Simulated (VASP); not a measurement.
# Te (P3_121) in VASP: a series of runs, part 2 of 3

VASP 6.6.1. The steps go on from the part before.

## (3) Electric field gradients, LDA (equal xx and yy strain of -1 %)

The input, INCAR:

```
SYSTEM = Te
ALGO     = Normal         ! electronic algorithm
EDIFF    = 1E-8           ! SCF threshold, eV
ENCUT    = 520            ! plane-wave cutoff, eV
GGA      = CA             ! functional
ISIF     = 2              ! what is computed and relaxed
ISMEAR   = -1             ! smearing method
LASPH    = .TRUE.         ! aspherical terms in the spheres
LCHARG   = .FALSE.        ! write CHGCAR
LEFG     = .TRUE.       
LREAL    = .FALSE.        ! projectors in reciprocal space
LWAVE    = .FALSE.        ! write WAVECAR
NBANDS   = 16             ! bands
NELM     = 100            ! most SCF steps
PREC     = Accurate       ! precision mode
SIGMA    = 0.08           ! smearing width, eV
```

The input, KPOINTS:

```
k-points
0
G
  9 9 6
  0 0 0
```

The input, POSCAR:

```
Te
1.0
    4.4134194641      0.0000000000      0.0000000000
   -2.2067097321      3.8221333735      0.0000000000
    0.0000000000      0.0000000000      5.9250000000
Te
3
Direct
    0.7450000000      0.0000000000      0.3333333333
    0.0000000000      0.7450000000      0.6666666667
    0.2550000000      0.2550000000      0.0000000000
```

Potentials or basis: VASP PAW LDA potentials, release 64 (Te).

The run is started by

```
$ cat potpaw_LDA.64/Te/POTCAR > POTCAR
$ mpirun -np 1 vasp_std > vasp.out
```

OUTCAR:

```text
SYSTEM = Te
   EDIFF = 1E-8
   ENCUT = 520
   GGA = CA
   ISIF = 2
   ISMEAR = -1
   LASPH = .TRUE.
   LREAL = .FALSE.
   NELM = 100
   PREC = Accurate

 ion  position               nearest neighbor table
   1  0.745  0.000  0.333-   3 2.77   2 2.77   3 3.50   3 3.50   2 3.50   2 3.50
   2  0.000  0.745  0.667-   3 2.77   1 2.77   3 3.50   3 3.50   1 3.50   1 3.50
   3  0.255  0.255  0.000-   1 2.77   2 2.77   2 3.50   1 3.50   1 3.50   2 3.50

  LATTYP: Found a hexagonal cell.
 ALAT       =     4.4134194641
 C/A-ratio  =     1.3424964584

  Lattice vectors:

 A1 = (   4.4134194641,   0.0000000000,   0.0000000000)
 A2 = (  -2.2067097321,   3.8221333735,   0.0000000000)
 A3 = (   0.0000000000,   0.0000000000,   5.9250000000)

Analysis of symmetry for initial positions (statically):
=====================================================================
 Subroutine PRICEL returns:
 Original cell was already a primitive cell.

 Routine SETGRP: Setting up the symmetry group for a
 hexagonal supercell.

 Subroutine GETGRP returns: Found  6 space group operations
 (whereof  2 operations were pure point group operations)
 out of a pool of 24 trial point group operations.

The static configuration has the point symmetry C_2 .
 The point group associated with its full space group is D_3 .

Analysis of symmetry for dynamics (positions and initial velocities):
=====================================================================
 Subroutine PRICEL returns:
 Original cell was already a primitive cell.

 Routine SETGRP: Setting up the symmetry group for a
 hexagonal supercell.

 Subroutine GETGRP returns: Found  6 space group operations
 (whereof  2 operations were pure point group operations)
 out of a pool of 24 trial point group operations.

The dynamic configuration has the point symmetry C_2 .
 The point group associated with its full space group is D_3 .

 Subroutine INISYM returns: Found  6 space group operations
 (whereof  2 operations are pure point group operations),
 and found     1 'primitive' translations

----------------------------------------------------------------------------------------

                                     Primitive cell

  volume of cell :      99.9469

  direct lattice vectors                    reciprocal lattice vectors
     4.413419464  0.000000000  0.000000000     0.226581681  0.130816994  0.000000000
    -2.206709732  3.822133373  0.000000000     0.000000000  0.261633989  0.000000000
     0.000000000  0.000000000  5.925000000     0.000000000  0.000000000  0.168776371

  length of vectors
     4.413419464  4.413419464  5.925000000     0.261633989  0.261633989  0.168776371

  position of ions in fractional coordinates (direct lattice)
     0.745000000  0.000000000  0.333333333
     0.000000000  0.745000000  0.666666667
     0.255000000  0.255000000  0.000000000

  ion indices of the primitive-cell ions
   primitive index   ion index
                 1           1
                 2           2
                 3           3

[... 77 lines left out ...]
   ISIF   =      2    stress and relaxation
   ISYM   =      2    0-nonsym 1-usesym 2-fastsym
   POTIM  = 0.5000    time-step for ionic-motion
   TEBEG  =    0.0;   TEEND  =   0.0 temperature during run
   PSTRESS=    0.0 pullay stress
   NELECT =      18.0000    total number of electrons
   NUPDOWN=      -1.0000    fix difference up-down
   EMIN   =  10.00;   EMAX   =-10.00  energy-range for DOS
   EFERMI =   0.00;   METHOD = LEGACY
   ISMEAR =    -1;   SIGMA  =   0.08  broadening in eV -4-tet -1-fermi 0-gaus
   EFERMI_NEDOS =   21; number of points for ismear=-14 and -15
   IALGO  =     38    algorithm
   IMIX   =      4    mixing-type and parameters
     AMIX     =   0.40;   BMIX     =  1.00
     AMIX_MAG =   1.60;   BMIX_MAG =  1.00
  volume/ion in A,a.u.               =      33.32       224.83
  Fermi-wavevector in a.u.,A,eV,Ry     =   0.924505  1.747061 11.629025  0.854709
  Thomas-Fermi vector in A             =   2.050258
   LORBIT       =      0    0 simple, 1 ext, 2 COOP (PROOUT), +10 PAW based schemes
   GGA     = CA    functional components
   LHFCALC =     F    Hartree Fock is set to
   AEXX    =    0.0000 exact exchange contribution
   IVDW    =     0    specifies the selected vdW correction
   LEPSILON=     F    determine dielectric tensor
   LRPA    =     F    only Hartree local field effects (RPA)
 non-spin polarized calculation
  energy-cutoff  :      520.00
  volume of cell :       99.95
 maximum number of plane-waves:      2724
 NGX is ok and might be reduce to    36
   NGX = 17   NGY = 17   NGZ = 23

 number of electron      17.9999999 magnetization

 Free energy of the ion-electron system (eV)
  ---------------------------------------------------
  ext. energy  EPLUGINS =         0.00000000
  ---------------------------------------------------
  free energy    TOTEN  =       -11.29432535 eV

  energy without entropy =      -11.29194780  energy(sigma->0) =      -11.29313658

 E-fermi :   6.1067     XC(G=0):  -9.3634

 val. band max:        6.0256106931   @ k =   0.3333   0.3333   0.5000
 cond. band min:       6.5976670589   @ k =   0.0000   0.0000   0.5000
 fundamental gap:      0.5720563658
 Fermi energy:         6.1066845083

 k-point     1 :       0.0000    0.0000    0.0000
  band No.  band energies     occupation
      1      -7.9053      2.00000
      2      -4.4476      2.00000
      3      -4.4476      2.00000
      4       2.8619      2.00000
      5       3.1328      2.00000
      6       3.1328      2.00000
[... 433 lines left out ...]
      3      -3.8342      2.00000
      4       1.2951      2.00000
      5       1.7506      2.00000
      6       2.8547      2.00000
[... 8 lines left out ...]
     15      12.4502      0.00000
     16      12.9259      0.00000

 [... further k-points ...]
[... 5 lines left out ...]
  --------------------------------------------------------------------------------------
  -------------------------------------------------------------------------------------
  Total        0.2330592      0.2330592      0.8572793     -0.0000000      0.0000000     -0.0000000
  in kB        3.7360042      3.7360042     13.7424291     -0.0000000      0.0000000     -0.0000000
  external PRESSURE =       7.0714792 kB  Pullay stress =       0.0000000 kB

 VOLUME and BASIS-vectors are now :
 -----------------------------------------------------------------------------
  energy-cutoff  :      520.00
  volume of cell :       99.95
      direct lattice vectors                 reciprocal lattice vectors
     4.413419464  0.000000000  0.000000000     0.226581681  0.130816994  0.000000000
    -2.206709732  3.822133373  0.000000000     0.000000000  0.261633989  0.000000000
     0.000000000  0.000000000  5.925000000     0.000000000  0.000000000  0.168776371

 POSITION                                       TOTAL-FORCE (eV/Angst)
 -----------------------------------------------------------------------------------
      3.28800      0.00000      1.97500        -0.643662     -0.000000      0.000000
     -1.64400      2.84749      3.95000         0.321831     -0.557427     -0.000000
      0.56271      0.97464      0.00000         0.321831      0.557427     -0.000000
 -----------------------------------------------------------------------------------
    total drift:                                0.000000      0.000000     -0.000000

  FREE ENERGIE OF THE ION-ELECTRON SYSTEM (eV)
  ---------------------------------------------------
  free  energy   TOTEN  =       -11.2943253501 eV

  energy  without entropy=      -11.2919478002  energy(sigma->0) =      -11.29313658

 Electric field gradients (V/A^2)
---------------------------------------------------------------------
 ion       V_xx      V_yy      V_zz      V_xy      V_xz      V_yz
---------------------------------------------------------------------
   1     169.481  -403.598   234.117    -0.000    -0.000  -335.802
   2    -260.328    26.211   234.117  -248.151   290.813   167.901
   3    -260.328    26.211   234.117   248.151  -290.813   167.901
---------------------------------------------------------------------

 Electric field gradients after diagonalization (V/A^2)
 (convention: |V_zz| > |V_xx| > |V_yy|)
----------------------------------------------------------------------
 ion       V_xx      V_yy      V_zz     asymmetry (V_yy - V_xx)/ V_zz
----------------------------------------------------------------------
   1     378.328   169.481  -547.810       0.381
   2     378.328   169.481  -547.810       0.381
   3     378.328   169.481  -547.809       0.381
----------------------------------------------------------------------

           NMR quadrupolar parameters

 Cq : quadrupolar parameter    Cq=e*Q*V_zz/h
 eta: asymmetry parameters     (V_yy - V_xx)/ V_zz
 Q  : nuclear electric quadrupole moment in mb (millibarn)
----------------------------------------------------------------------
 ion       Cq(MHz)       eta       Q (mb)
----------------------------------------------------------------------
   1      -1.325       0.381       1.000
   2      -1.325       0.381       1.000
   3      -1.325       0.381       1.000
----------------------------------------------------------------------
```

Run time: 2.2 min. Hardware: 1 thread of AMD EPYC 7R43 (Zen 3), shared host; peak memory 0.19 GiB.

What came out:

```yaml
Free_energy: -11.2943 eV
Pressure: 0.7 GPa
Largest_force: 0.644 eV/Å
```

Forces on the atoms (eV/Å):
```
Te  -0.644  0.000  0.000
Te   0.322 -0.557  0.000
Te   0.322  0.557  0.000
```

Stress tensor (GPa, compression positive):
```
0.37 0.00 0.00
0.00 0.37 0.00
0.00 0.00 1.37
```

Levels at points of the mesh, in eV from the Fermi level:
| k point | band 7 | band 8 | band 9 | band 10 | band 11 | band 12 |
| --- | --- | --- | --- | --- | --- | --- |
| (0.00, 0.00, 0.00) | -1.76 | -1.76 | -0.71 | 0.96 | 0.96 | 1.69 |
| (0.00, 0.00, 0.50) | -1.48 | -1.19 | -1.19 | 0.49 | 0.65 | 0.65 |

Electric field gradients, principal values (V/Å²):
```tsv
atom	least	middle	greatest (by size)
1 Te	169.481	378.328	-547.810
2 Te	169.481	378.328	-547.810
3 Te	169.481	378.328	-547.809
```

Caveat: the cell differs from its parent crystal (equal xx and yy strain of -1 %); without QUAD_EFG the Cq values of the log hold for a quadrupole moment of 1 mb, not for the nuclei; spin-orbit coupling is left out, which moves the levels of the heavy elements.

(Continued in part 3 of 3.)
